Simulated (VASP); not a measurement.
Crystal: Pb.

```
Pb
1.0
     3.48000    0.00000    0.00000
    -1.74000    3.01377    0.00000
     0.00000    0.00000    5.59000
Pb
2
Direct
  0.66667 0.33333 0.75000
  0.33333 0.66667 0.25000
```

- Program: VASP 6.6.1
- Task: relaxation of cell and atoms
- Functional: revPBE
- Potentials or basis: VASP PAW PBE potentials, release 64 (Pb_d)
- Cutoff: 600 eV
- k mesh: 9 × 9 × 5
- Occupations: fermi-dirac, width 0.05 eV
- Spin: no spin polarisation

At the start: pressure 5.3 GPa; volume 29.31 Å³/atom.

**Question.** Where does the relaxation end?

**Answer.** Over 7 steps the energy falls by 61.2 meV/atom and the volume is 32.67 Å³/atom (+11.5 %); space group P6_3/mmc (No. 194, to 0.05 Å).

Step by step:
```
step  energy change (eV)  largest force (eV/Å)  pressure (GPa)  volume (Å³)
   1              0.0000                0.0000            5.33        58.63
   2             -0.1159                0.0000           -0.81        67.27
   3             -0.1192                0.0000           -0.07        65.81
   4             -0.1192                0.0000           -0.16        65.96
   5             -0.1207                0.0000           -0.13        65.78
   6             -0.1222                0.0000            0.05        65.22
   7             -0.1223                0.0000           -0.01        65.35
```

Final structure:
```yaml
crystal:
  lattice:
    - [3.54546, 0.00000, 0.00000]
    - [-1.77273, 3.07046, 0.00000]
    - [0.00000, 0.00000, 6.00283]
  atoms:
    - { symbol: Pb, position: [0.66667, 0.33333, 0.75000] }
    - { symbol: Pb, position: [0.33333, 0.66667, 0.25000] }
```

Caveat: the PAW data sets were made with another functional, which shifts forces and pressure a little; the volume moved by +11 % from the deposited cell, more than functionals usually miss.
